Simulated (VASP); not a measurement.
A run of VASP 6.6.1 is set up as follows.

The input INCAR:

```
PREC = Accurate ; ENCUT = 520
EDIFF = 1E-6 ; ISMEAR = -1
SIGMA = 0.05 ; LREAL = F
LASPH = T ; NELM = 60
ALGO = Normal ; ISIF = 2
LWAVE = F ; LCHARG = F
GGA = PS ; NBANDS = 90
```

Contents of KPOINTS:

```
regular mesh
0
Gamma
  3 2 3
```

POSCAR

```
Tl12H
1.0
    6.9260000000      0.0000000000      0.0000000000
   -5.1945000000      8.9971380000      0.0000000000
    0.0000000000      0.0000000000      5.5390000000
Tl H
12 1
Direct
    0.1588233303      0.2318626212      0.2263585485
    0.3105675574      0.1127136207      0.7639285070
    0.1267524394      0.5220882463      0.2593247879
    0.2883054826      0.4282806377      0.7848889691
    0.1764156925      0.8719328302      0.2745802491
    0.3950671455      0.7806593608      0.7558584582
    0.6514371902      0.2291951063      0.2344285972
    0.7893523548      0.1112242582      0.7190648131
    0.6381089594      0.5504750511      0.2845098393
    0.8513316364      0.4602797023      0.7268821087
    0.7100445160      0.9124012547      0.1929409641
    0.9029908292      0.7883173516      0.7717819101
    0.6472532891      0.7283427241      1.6125293374
```

Potentials or basis: VASP PAW PBE potentials, release 64 (Tl_d, H).

Command:

```bash
$ cat potpaw_PBE.64/Tl_d/POTCAR potpaw_PBE.64/H/POTCAR > POTCAR
$ mpirun -np 1 vasp_std > vasp.out
```

Task: Estimate the band gap on the k mesh.

Result: Zero (an odd number of electrons rules out a gap without spin polarisation).

Task: Predict the largest force.

Result: 1.050 eV/Å.

Stress tensor (GPa, compression positive):
```
2.49 0.54 0.32
0.54 2.05 0.08
0.32 0.08 0.34
```

Caveat: the k points lie up to 0.38 Å⁻¹ apart, too coarse for converged energies and pressures of a metal; the PAW data sets were made with another functional, which shifts forces and pressure a little; spin-orbit coupling is left out, which moves the levels of the heavy elements.
